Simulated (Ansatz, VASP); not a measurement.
# Rh: VASP beside Ansatz

```xyz
4
Lattice="2.6554 0.0000 0.0000 -1.3277 2.2996 0.0000 0.0000 0.0000 8.6792" Properties=species:S:1:pos:R:3 pbc="T T T"
Rh    0.0000    0.0000    0.0000
Rh    0.0000    1.5331    2.1698
Rh    0.0000    0.0000    4.3396
Rh    1.3277    0.7665    6.5094
```

Alike in both runs: task single point; functional LDA; k mesh 10 × 10 × 3; occupations fermi-dirac, width 0.05 eV; no spin polarisation.

|  | VASP | Ansatz |
| --- | --- | --- |
| version | VASP 6.6.1 | Ansatz 0.2.0 |
| potentials or method | VASP PAW LDA potentials, release 64 (Rh_pv), cutoff 520 eV | plane waves, PAW |
| valence electrons in the cell | 60 | 68 |

|  | VASP | Ansatz | Ansatz less VASP |
| --- | --- | --- | --- |
| pressure (GPa) | 0.7 | -0.2 | -0.94 |
| traceless stress, the component that is largest in VASP (GPa) | 0.41 | 0.42 | +0.011 |

LDA's correlation is that of Perdew and Zunger in VASP and of Perdew and Wang (1992) in Ansatz. VASP's potentials hold 60 valence electrons a cell and Ansatz's 68, so a difference there can come from the potentials and not from the codes.
